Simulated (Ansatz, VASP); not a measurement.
Two plane-wave programs on Al2Pt

INCAR

```
SYSTEM = Al2Pt
PREC = Accurate ; ENCUT = 520
EDIFF = 1E-6 ; ISMEAR = 0
SIGMA = 0.1 ; LREAL = .FALSE.
LASPH = .TRUE. ; NELM = 100
ALGO = Normal ; ISIF = 2
LWAVE = .FALSE. ; LCHARG = .TRUE.
GGA = PE ; LELF = .TRUE.
LVHAR = .TRUE. ; NBANDS = 25
```

Contents of KPOINTS:

```
Automatic mesh
0
G
  4 4 4
  0 0 0
```

POSCAR

```
Al2Pt
1.0
    4.3881432600      0.0000000000      0.0000000000
    0.0000000000      4.8749842800      0.0000000000
    0.0000000000      0.0000000000      4.3936114500
Al Pt
4 2
Direct
    0.2161382400      0.6185845500      0.3893682100
    0.7838617600      0.3814154500      0.3893682100
    0.2838617600      0.1185845500      0.3893682100
    0.7161382400      0.8814154500      0.3893682100
    0.5000000000      0.0000000000      0.8067649300
    0.0000000000      0.5000000000      0.8067649300
```

Input for Ansatz:

```yaml
crystal:
  lattice:
    - [4.38814326, 0.0, 0.0]
    - [0.0, 4.87498428, 0.0]
    - [0.0, 0.0, 4.39361145]
  atoms:
    - { symbol: Al, position: [0.21613824, 0.61858455, 0.38936821] }
    - { symbol: Al, position: [0.78386176, 0.38141545, 0.38936821] }
    - { symbol: Al, position: [0.28386176, 0.11858455, 0.38936821] }
    - { symbol: Al, position: [0.71613824, 0.88141545, 0.38936821] }
    - { symbol: Pt, position: [0.5, 0.0, 0.80676493] }
    - { symbol: Pt, position: [0.0, 0.5, 0.80676493] }
basis:
  ecutwfc: 420
kpoints:
  mp_grid: { grid: [4, 4, 4] }
hamiltonian:
  xc: pbe
scf:
  occupations: { method: gaussian, width: 0.1 }
  lower_state_search: "off"
output:
  forces: true
  stress: true
  eigenvalues: true
```

Alike in both runs: task single point; functional PBE; k mesh 4 × 4 × 4; occupations gaussian, width 0.1 eV; no spin polarisation.

|  | VASP | Ansatz |
| --- | --- | --- |
| version | VASP 6.6.1 | Ansatz 0.2.0 |
| potentials or method | VASP PAW PBE potentials, release 64 (Al, Pt), cutoff 520 eV | scalar-relativistic, plane waves, PAW |
| valence electrons in the cell | 32 | 48 |

Ansatz gave:

| Item | Value |
| --- | --- |
| gap on the k mesh at the Fermi level (eV) | none |
| rms of the force components (eV/Å) | 3.726 |

**Question.** Estimate VASP's values.

**Answer.** gap on the k mesh at the Fermi level (eV): none; rms of the force components (eV/Å): 3.727.

Atom by atom the forces differ by 0.006 eV/Å (rms over components). A gap of «none» marks a metal or a gap that the smearing closes. With one functional, cell and mesh, what is left measures potentials, basis and numerics. VASP's potentials hold 32 valence electrons a cell and Ansatz's 48, so a difference there can come from the potentials and not from the codes.

Neither program's run includes spin-orbit coupling.
